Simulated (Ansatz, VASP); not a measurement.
NaF: VASP beside Ansatz

File INCAR:

```
SYSTEM = NaF
ALGO     = Normal         ! electronic algorithm
EDIFF    = 1E-6           ! SCF threshold, eV
ENCUT    = 520            ! plane-wave cutoff, eV
GGA      = PE             ! functional
ISIF     = 2              ! what is computed and relaxed
ISMEAR   = -1             ! smearing method
LASPH    = .True.         ! aspherical terms in the spheres
LCHARG   = .True.         ! write CHGCAR
LELF     = .True.         ! ELF
LREAL    = .False.        ! projectors in reciprocal space
LVHAR    = .True.       
LWAVE    = .False.        ! write WAVECAR
NBANDS   = 14             ! bands
NELM     = 60             ! most SCF steps
PREC     = Accurate       ! precision mode
SIGMA    = 0.05           ! smearing width, eV
```

Contents of KPOINTS:

```
k-points
0
Gamma
  10 10 10
  0 0 0
```

The input POSCAR:

```
NaF
1.0
    0.0000000000      2.3200000000      2.3200000000
    2.3200000000      0.0000000000      2.3200000000
    2.3200000000      2.3200000000      0.0000000000
Na F
1 1
Direct
   -0.0046440000      0.0073970000      0.0091130000
    0.4993530000      0.5032590000      0.4873860000
```

File input.yaml:

```yaml
crystal:
  lattice:
    - [0.0, 2.32, 2.32]
    - [2.32, 0.0, 2.32]
    - [2.32, 2.32, 0.0]
  atoms:
    - { symbol: Na, position: [-0.004644, 0.007397, 0.009113] }
    - { symbol: F, position: [0.499353, 0.503259, 0.487386] }
kpoints:
  mp_grid: { grid: [10, 10, 10] }
scf:
  occupations: { method: fermi_dirac, width: 0.05 }
hamiltonian:
  xc: pbe
  pseudopotentials: { kind: all_electron, lapw: { basis_error: 0.001 } }
output:
  forces: true
  stress: true
  eigenvalues: true
  populations: true
```

Change from the starting cell: atoms moved at random, drawn with an rms of 0.05 Å.

Alike in both runs: task single point; functional PBE; k mesh 10 × 10 × 10; occupations fermi-dirac, width 0.05 eV; no spin polarisation.

|  | VASP | Ansatz |
| --- | --- | --- |
| version | VASP 6.6.1 | Ansatz 0.2.0 |
| potentials or method | VASP PAW PBE potentials, release 64 (Na_pv, F), cutoff 520 eV | all-electron LAPW, scalar-relativistic |

```csv
,VASP,Ansatz,Ansatz less VASP
gap on the k mesh at the Fermi level (eV),6.28,6.29,+0.011
least direct gap on the mesh (eV),6.28,6.29,+0.011
pressure (GPa),2.0,2.1,+0.16
"traceless stress, the component that is largest in VASP (GPa)",0.22,0.21,-0.006
rms of the force components (eV/Å),0.101,0.099,-0.0026
```

Atom by atom the forces differ by 0.003 eV/Å (rms over components). Ansatz ran all-electron here, and VASP with PAW potentials.
